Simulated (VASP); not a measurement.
**Sb: single point with PBE**

Crystal: Sb.

```
Sb
1.0
     3.45543    0.00000    0.00000
    -1.72772    2.99249    0.00000
     0.00000    0.00000    5.29582
Sb
2
Cartesian
  0.0000 1.9950 1.3240
  1.7277 0.9975 3.9719
```

This isn't the form of Sb at room conditions, which is rhombohedral.

```json
{
 "Program": "VASP 6.6.1",
 "Task": "single point",
 "Functional": "PBE",
 "Potentials or basis": "VASP PAW PBE potentials, release 64 (Sb)",
 "Cutoff": "520 eV",
 "k mesh": "13 × 13 × 7",
 "Occupations": "fermi-dirac, width 0.08 eV",
 "Spin": "no spin polarisation"
}
```

| Item | Value |
| --- | --- |
| Pressure | 0.0 GPa |
| Band gap on the k mesh | zero (bands 5 and 6 overlap by 6.06 eV) |

Levels at points of the mesh, in eV from the Fermi level:
| k point | band 1 | band 2 | band 3 | band 4 | band 5 | band 6 | band 7 | band 8 | band 9 | band 10 |
| --- | --- | --- | --- | --- | --- | --- | --- | --- | --- | --- |
| (0.00, 0.00, 0.00) | -12.81 | -8.54 | -5.59 | 2.81 | 2.81 | 4.64 | 4.64 | 6.06 | 6.83 | 8.57 |

Wall time 59 s on 1 thread of AMD EPYC 7R13 (shared host), peak memory 0.17 GiB.

Caveat: spin-orbit coupling is left out, which moves the levels of the heavy elements.
